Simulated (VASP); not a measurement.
Here is a VASP 6.6.1 calculation.

The input INCAR:

```
PREC = Accurate
ENCUT = 520
EDIFF = 1E-6
ISMEAR = -1
SIGMA = 0.05
LREAL = False
LASPH = True
NELM = 150
ALGO = Normal
ISIF = 2
LWAVE = False
LCHARG = True
ISPIN = 2
MAGMOM = 2 2
LORBIT = 11
LMAXMIX = 4
GGA = PS
LELF = True
LVHAR = True
NBANDS = 20
```

Contents of KPOINTS:

```
regular mesh
0
Gamma
  12 12 7
```

POSCAR

```
Co
1.0
    2.4385904036      0.0000000000      0.0000000000
   -1.2192952018      2.1118812389      0.0000000000
    0.0000000000      0.0000000000      3.9667976331
Co
2
Direct
    0.6666666667      0.3333333333      0.7500000000
    0.3333333333      0.6666666667      0.2500000000
```

Potentials or basis: VASP PAW PBE potentials, release 64 (Co).

Run with:

```console
$ cat potpaw_PBE.64/Co/POTCAR > POTCAR
$ mpirun -np 1 vasp_std > vasp.out
```

Question: What does it give for the site moments?

Answer: Co +1.54 μB.

Question: Predict the pressure.

Answer: 2.5 GPa.

Question: What does it give for the net moment?

Answer: 3.07 μB per cell.

Stress tensor (GPa, compression positive):
```
3.40 0.00 0.00
0.00 3.40 0.00
0.00 0.00 0.57
```

Caveat: the PAW data sets were made with another functional, which shifts forces and pressure a little.
